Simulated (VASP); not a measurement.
Write the native input for VASP 6.6.1 that does the following.

| Quantity | Value |
| --- | --- |
| Task | single point |
| Functional | LDA |
| Potentials or basis | VASP PAW LDA potentials, release 64 (As) |
| Cutoff | 520 eV |
| k mesh | 10 × 10 × 10 |
| Occupations | fermi-dirac, width 0.05 eV |
| Spin | no spin polarisation |
| Dipole correction | no |
| Further INCAR settings | ALGO = Normal; EDIFF = 1e-06; NBANDS = 8 |

The structure of As lies in POSCAR:

```
As
1.0
    2.7215874433      0.0000000000      0.0000000000
    0.0000000000      2.7215874433      0.0000000000
    0.0000000000      0.0000000000      2.7215874433
As
1
Direct
    0.5000000000      0.5000000000      0.5000000000
```

This cell differs from its parent crystal: volume scaled by 1.02.

One way to write it, as run:

INCAR

```
  PREC = Accurate
  ENCUT = 520
  EDIFF = 1E-6
  ISMEAR = -1
  SIGMA = 0.05
  LREAL = False
  LASPH = True
  NELM = 80
  ALGO = Normal
  ISIF = 2
  LWAVE = False
  LCHARG = False
  GGA = CA
  NBANDS = 8
```

KPOINTS

```
regular mesh
0
Gamma
  10 10 10
```

Potentials or basis: VASP PAW LDA potentials, release 64 (As).

Launch:

```bash
$ cat potpaw_LDA.64/As/POTCAR > POTCAR
$ mpirun -np 1 vasp_std > vasp.out
```

Results of the run:

* Pressure: -4.5 GPa

It took 3.2 s on 1 thread of Intel(R) Xeon(R) 6975P-C (Granite Rapids), with other jobs on the host, peak memory 0.11 GiB.
